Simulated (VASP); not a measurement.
# ZnS in VASP: a series of runs

The runs below take ZnS through single point, molecular dynamics, with PBE+D3(BJ), PBE+D4, RPBE, r2SCAN0, PBE.

Everything below comes from runs of VASP 6.6.1. Logs are shortened: lines on timing, memory, paths and dates and some standing lists are left out, and cuts for length are marked.

**Experimental background.**

From “Electronic, vibrational, and thermodynamic properties of ZnS (zincblende and rocksalt structure)”, 2009, arxiv:0911.5022, for a bulk crystal of ZnS at 19 K: band gap 3.85 eV (direct).

The results are compared with them further down.

### Step 1. The cell of the first run

The structure is cubic, space group F-43m (No. 216). The conventional cell has a = 5.256 Å, b = 5.256 Å, c = 5.256 Å, α = 90.00°, β = 90.00°, γ = 90.00°. Zn (site symmetry -43m) has 4 S at 2.28 Å within 3.0 Å. S (site symmetry -43m) has 4 Zn at 2.28 Å within 3.0 Å.

### Step 2. Single point, PBE+D3(BJ), collinear spin, ferromagnetic start (volume scaled by 0.92)

The input, INCAR:

```
ALGO = Normal
EDIFF = 1E-7
ENCUT = 520
GGA = PE
ISIF = 2
ISMEAR = 0
ISPIN = 2
IVDW = 12
LASPH = T
LCHARG = T
LELF = T
LORBIT = 11
LREAL = F
LVHAR = T
LWAVE = F
MAGMOM = 0.5 0
NBANDS = 20
NELM = 150
PREC = Accurate
SIGMA = 0.025
```

The input, KPOINTS:

```
k-points
0
Gamma
  9 9 9
```

The input, POSCAR:

```
ZnS
1.0
    0.0000000000      2.6279350084      2.6279350084
    2.6279350084      0.0000000000      2.6279350084
    2.6279350084      2.6279350084      0.0000000000
Zn S
1 1
Direct
    0.7500000000      0.7500000000      0.7500000000
    0.0000000000      0.0000000000      0.0000000000
```

Potentials or basis: VASP PAW PBE potentials, release 64 (Zn, S).

Launch:

```console
$ cat potpaw_PBE.64/Zn/POTCAR potpaw_PBE.64/S/POTCAR > POTCAR
$ mpirun -np 1 vasp_std > vasp.out
```

OUTCAR:

```text
EDIFF = 1E-7
   ENCUT = 520
   GGA = PE
   ISIF = 2
   ISMEAR = 0
   ISPIN = 2
   IVDW = 12
   LASPH = T
   LORBIT = 11
   LREAL = F
   NELM = 150
   PREC = Accurate
 IVDW          = 12

 ion  position               nearest neighbor table
   1  0.750  0.750  0.750-   2 2.28   2 2.28   2 2.28   2 2.28
   2  0.000  0.000  0.000-   1 2.28   1 2.28   1 2.28   1 2.28

  LATTYP: Found a face centered cubic cell.
 ALAT       =     5.2558700168

  Lattice vectors:

 A1 = (   0.0000000000,   2.6279350084,   2.6279350084)
 A2 = (   2.6279350084,   0.0000000000,   2.6279350084)
 A3 = (   2.6279350084,   2.6279350084,   0.0000000000)

Analysis of symmetry for initial positions (statically):
=====================================================================
 Subroutine PRICEL returns:
 Original cell was already a primitive cell.

 Routine SETGRP: Setting up the symmetry group for a
 face centered cubic supercell.

 Subroutine GETGRP returns: Found 24 space group operations
 (whereof 24 operations were pure point group operations)
 out of a pool of 48 trial point group operations.

The static configuration has the point symmetry T_d .

Analysis of symmetry for dynamics (positions and initial velocities):
=====================================================================
 Subroutine PRICEL returns:
 Original cell was already a primitive cell.

 Routine SETGRP: Setting up the symmetry group for a
 face centered cubic supercell.

 Subroutine GETGRP returns: Found 24 space group operations
 (whereof 24 operations were pure point group operations)
 out of a pool of 48 trial point group operations.

The dynamic configuration has the point symmetry T_d .

Analysis of structural, dynamic, and magnetic symmetry:
=====================================================================
 Subroutine PRICEL returns:
 Original cell was already a primitive cell.

 Routine SETGRP: Setting up the symmetry group for a
 face centered cubic supercell.

 Subroutine GETGRP returns: Found 24 space group operations
 (whereof 24 operations were pure point group operations)
 out of a pool of 48 trial point group operations.

The overall configuration has the point symmetry T_d .

 Subroutine INISYM returns: Found 24 space group operations
 (whereof 24 operations are pure point group operations),
 and found     1 'primitive' translations

----------------------------------------------------------------------------------------

                                     Primitive cell

  volume of cell :      36.2973

  direct lattice vectors                    reciprocal lattice vectors
     0.000000000  2.627935008  2.627935008    -0.190263457  0.190263457  0.190263457
     2.627935008  0.000000000  2.627935008     0.190263457 -0.190263457  0.190263457
     2.627935008  2.627935008  0.000000000     0.190263457  0.190263457 -0.190263457

  length of vectors
     3.716461330  3.716461330  3.716461330     0.329545975  0.329545975  0.329545975

  position of ions in fractional coordinates (direct lattice)
     0.750000000  0.750000000  0.750000000
     0.000000000  0.000000000  0.000000000

  ion indices of the primitive-cell ions
   primitive index   ion index
                 1           1
                 2           2

----------------------------------------------------------------------------------------

 KPOINTS: k-points

Automatic generation of k-mesh.
 Grid dimensions read from file:
 generate k-points for:    9    9    9

 Generating k-lattice:

  Cartesian coordinates                     Fractional coordinates (reciprocal lattice)
    -0.021140384  0.021140384  0.021140384     0.111111111  0.000000000  0.000000000
     0.021140384 -0.021140384  0.021140384     0.000000000  0.111111111  0.000000000
     0.021140384  0.021140384 -0.021140384     0.000000000  0.000000000  0.111111111

  Length of vectors
     0.036616219  0.036616219  0.036616219

  Shift w.r.t. Gamma in fractional coordinates (k-lattice)
     0.000000000  0.000000000  0.000000000

 Subroutine IBZKPT returns following result:
 ===========================================

 Found     35 irreducible k-points:

 Following reciprocal coordinates:
            Coordinates               Weight
  0.000000  0.000000  0.000000      1.000000
  0.111111  0.000000  0.000000      8.000000
  0.222222  0.000000  0.000000      8.000000
  0.333333  0.000000  0.000000      8.000000
  0.444444  0.000000  0.000000      8.000000
  0.111111  0.111111  0.000000      6.000000
[... 16 lines left out ...]
 -0.333333  0.333333  0.000000     12.000000
  0.444444  0.444444  0.000000      6.000000
 [... further k-points ...]
   k-points           NKPTS =     35   k-points in BZ     NKDIM =     35   number of bands    NBANDS=     20
   number of dos      NEDOS =    301   number of ions     NIONS =      2
   total plane-waves  NPLWV =  21952
   dimension x,y,z NGX =    28 NGY =   28 NGZ =   28
   dimension x,y,z NGXF=    56 NGYF=   56 NGZF=   56
   ions per type =               1   1
   NGX,Y,Z   is equivalent  to a cutoff of  12.53, 12.53, 12.53 a.u.
   NGXF,Y,Z  is equivalent  to a cutoff of  25.05, 25.05, 25.05 a.u.
 SYSTEM =  unknown system
   PREC   = accura    normal or accurate (medium, high low for compatibility)
   ISTART =      0    job   : 0-new  1-cont  2-samecut
   ICHARG =      2    charge: 1-file 2-atom 10-const
   ISPIN  =      2    spin polarized calculation?
   LNONCOLLINEAR =      F non collinear calculations
   LSORBIT =      F    spin-orbit coupling
   LASPH  =      T    aspherical Exc in radial PAW
   ENCUT  =  520.0 eV  38.22 Ry    6.18 a.u.   6.91  6.91  6.91*2*pi/ulx,y,z
   NELM   =    150;   NELMIN=  2; NELMDL= -5     # of ELM steps
   EDIFF  = 0.1E-06   stopping-criterion for ELM
   LREAL  =      F    real-space projection
   EDIFFG = 0.1E-05   stopping-criterion for IOM
   NSW    =      0    number of steps for IOM
   IBRION =     -1    ionic relax: 0-MD 1-quasi-New 2-CG
   NFREE  =      0    steps in history (QN), initial steepest desc. (CG)
   ISIF   =      2    stress and relaxation
   ISYM   =      2    0-nonsym 1-usesym 2-fastsym
   POTIM  = 0.5000    time-step for ionic-motion
   TEBEG  =    0.0;   TEEND  =   0.0 temperature during run
   PSTRESS=    0.0 pullay stress
   NELECT =      18.0000    total number of electrons
   NUPDOWN=      -1.0000    fix difference up-down
   EMIN   =  10.00;   EMAX   =-10.00  energy-range for DOS
   EFERMI =   0.00;   METHOD = LEGACY
   ISMEAR =     0;   SIGMA  =   0.03  broadening in eV -4-tet -1-fermi 0-gaus
   EFERMI_NEDOS =   21; number of points for ismear=-14 and -15
   IALGO  =     38    algorithm
   IMIX   =      4    mixing-type and parameters
     AMIX     =   0.40;   BMIX     =  1.00
     AMIX_MAG =   1.60;   BMIX_MAG =  1.00
  volume/ion in A,a.u.               =      18.15       122.47
  Fermi-wavevector in a.u.,A,eV,Ry     =   1.295809  2.448724 22.845833  1.679121
  Thomas-Fermi vector in A             =   2.427305
   LORBIT       =     11    0 simple, 1 ext, 2 COOP (PROOUT), +10 PAW based schemes
   GGA     = PE    functional components
   LHFCALC =     F    Hartree Fock is set to
   AEXX    =    0.0000 exact exchange contribution
   IVDW    =    12    specifies the selected vdW correction
   LEPSILON=     F    determine dielectric tensor
   LRPA    =     F    only Hartree local field effects (RPA)
 spin polarized calculation
 Gauss-broadening in eV      SIGMA  =   0.03
  energy-cutoff  :      520.00
  volume of cell :       36.30
 maximum number of plane-waves:      1002
   NGX = 13   NGY = 13   NGZ = 13

 number of electron      17.9999998 magnetization       0.0000032

 number of electron      17.9999998 magnetization      -0.0000125

 Free energy of the ion-electron system (eV)
  ---------------------------------------------------
  ext. energy  EPLUGINS =         0.00000000
  ---------------------------------------------------
  free energy    TOTEN  =        -6.74159983 eV

  energy without entropy =       -6.74159983  energy(sigma->0) =       -6.74159983

 E-fermi :   3.0742     XC(G=0): -10.0284

 val. band max:        2.9252645780   @ k =   0.0000   0.0000   0.0000
 cond. band min:       5.4141373213   @ k =   0.0000   0.0000   0.0000
 fundamental gap:      2.4888727432
 Fermi energy:         3.0741615620

 spin component 1

 k-point     1 :       0.0000    0.0000    0.0000
  band No.  band energies     occupation
      1     -10.8342      1.00000
      2      -3.7864      1.00000
      3      -3.7864      1.00000
      4      -3.7864      1.00000
      5      -3.1840      1.00000
      6      -3.1840      1.00000
[... 12 lines left out ...]
     19      17.7747      0.00000
     20      21.0989      0.00000
[... 507 lines left out ...]
 k-point    24 :       0.4444    0.4444    0.0000
  band No.  band energies     occupation
      1      -9.4307      1.00000
      2      -3.9012      1.00000
      3      -3.3912      1.00000
      4      -3.3912      1.00000
      5      -3.0926      1.00000
      6      -3.0141      1.00000
[... 12 lines left out ...]
     19      22.7680      0.00000
     20      24.0040      0.00000

 [... further k-points ...]

 spin component 2

 k-point     1 :       0.0000    0.0000    0.0000
  band No.  band energies     occupation
      1     -10.8342      1.00000
      2      -3.7865      1.00000
      3      -3.7865      1.00000
      4      -3.7865      1.00000
      5      -3.1840      1.00000
      6      -3.1840      1.00000
[... 12 lines left out ...]
     19      17.7747      0.00000
     20      21.0989      0.00000
[... 507 lines left out ...]
 k-point    24 :       0.4444    0.4444    0.0000
  band No.  band energies     occupation
      1      -9.4307      1.00000
      2      -3.9013      1.00000
      3      -3.3912      1.00000
      4      -3.3912      1.00000
      5      -3.0926      1.00000
      6      -3.0141      1.00000
[... 12 lines left out ...]
     19      22.7680      0.00000
     20      24.0040      0.00000

 [... further k-points ...]

------------------------ aborting loop because EDIFF is reached ----------------------------------------

 Edisp (eV)   -0.67520

 E8    (eV) :    -0.2662

  FORCE on cell =-STRESS in cart. coord.  units (eV):
  Direction    XX          YY          ZZ          XY          YZ          ZX
  --------------------------------------------------------------------------------------
  -------------------------------------------------------------------------------------
  Total       1.41261     1.41261     1.41261     0.00000     0.00000     0.00000
  in kB      62.35308    62.35308    62.35308     0.00000     0.00000     0.00000
  external pressure =       62.35 kB  Pullay stress =        0.00 kB

 VOLUME and BASIS-vectors are now :
 -----------------------------------------------------------------------------
  energy-cutoff  :      520.00
  volume of cell :       36.30
      direct lattice vectors                 reciprocal lattice vectors
     0.000000000  2.627935008  2.627935008    -0.190263457  0.190263457  0.190263457
     2.627935008  0.000000000  2.627935008     0.190263457 -0.190263457  0.190263457
     2.627935008  2.627935008  0.000000000     0.190263457  0.190263457 -0.190263457

 POSITION                                       TOTAL-FORCE (eV/Angst)
 -----------------------------------------------------------------------------------
      3.94190      3.94190      3.94190        -0.000000     -0.000000      0.000000
      0.00000      0.00000      0.00000         0.000000      0.000000     -0.000000
 -----------------------------------------------------------------------------------
    total drift:                                0.000002      0.000002      0.000002

  FREE ENERGIE OF THE ION-ELECTRON SYSTEM (eV)
  ---------------------------------------------------
  free  energy   TOTEN  =        -7.4167973828 eV

  energy  without entropy=       -7.4167973828  energy(sigma->0) =       -7.41679738

 total charge

# of ion       s       p       d       tot
------------------------------------------
    1        0.545   0.552   9.810  10.908
    2        1.312   2.482   0.000   3.794
--------------------------------------------------
tot          1.857   3.034   9.810  14.702

 magnetization (x)

# of ion       s       p       d       tot
------------------------------------------
    1       -0.000  -0.000  -0.000  -0.000
    2       -0.000   0.000   0.000   0.000
--------------------------------------------------
tot         -0.000   0.000  -0.000  -0.000
```

Run time: 24 s. Hardware: 1 thread of Intel Xeon 6975P-C (Granite Rapids), shared host; peak memory 0.19 GiB.

Results:

- Free energy: -7.4168 eV
- Pressure: 6.2 GPa
- Band gap on the k mesh: 2.49 eV, direct
- Net moment: 0.00 μB per cell
- Valence electrons inside the program's atomic spheres: Zn 10.91; S 3.79
- Dispersion energy per atom: -0.338 eV

(Part 1 of 3 ends here.)
